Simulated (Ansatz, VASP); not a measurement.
One calculation of ZrH, two programs

The input INCAR:

```
PREC = Accurate
ENCUT = 500
EDIFF = 1E-6
ISMEAR = 1
SIGMA = 0.1
LREAL = F
LASPH = T
NELM = 120
ALGO = Normal
ISIF = 2
LWAVE = F
LCHARG = T
GGA = PS
LELF = T
LVHAR = T
NBANDS = 21
GGA_COMPAT = F
```

KPOINTS

```
regular mesh
0
Gamma
  9 9 6
```

The input POSCAR:

```
ZrH
1.0
    3.2427920000      0.0000000000      0.0000000000
    0.0000000000      3.2427920000      0.0000000000
    0.0000000000      0.0000000000      4.9480000000
Zr H
2 2
Direct
    0.0000000000      0.5000000000      0.0000000000
    0.5000000000      0.0000000000      0.5000000000
    0.0000000000      0.0000000000      0.7500000000
    0.0000000000      0.0000000000      0.2500000000
```

Input for Ansatz:

```yaml
crystal:
  lattice:
    - [3.242792, 0.0, 0.0]
    - [0.0, 3.242792, 0.0]
    - [0.0, 0.0, 4.948]
  atoms:
    - { symbol: Zr, position: [0.0, 0.5, 0.0] }
    - { symbol: Zr, position: [0.5, 0.0, 0.5] }
    - { symbol: H, position: [0.0, 0.0, 0.75] }
    - { symbol: H, position: [0.0, 0.0, 0.25] }
kpoints:
  mp_grid:
    grid: [9, 9, 6]
hamiltonian:
  xc: pbesol
  pseudopotentials:
    kind: paw
scf:
  occupations:
    method: cold
    width: 0.1
output:
  forces: true
  stress: true
```

Alike in both runs: task single point; functional PBEsol; k mesh 9 × 9 × 6; no spin polarisation.

```csv
,VASP,Ansatz
version,VASP 6.6.1,Ansatz 0.2.0
potentials or method,"VASP PAW PBE potentials, release 64 (Zr_sv, H)","plane waves, PAW"
plane-wave cutoff (eV),500,420
occupations,"methfessel-paxton of order 1, width 0.1 eV","cold, width 0.1 eV"
valence electrons in the cell,26,26
```

|  | VASP | Ansatz | Ansatz less VASP |
| --- | --- | --- | --- |
| pressure (GPa) | -2.6 | -2.6 | -0.03 |
| traceless stress, the component that is largest in VASP (GPa) | 1.05 | 1.08 | +0.028 |

VASP's potentials were made for PBE, not for PBEsol.
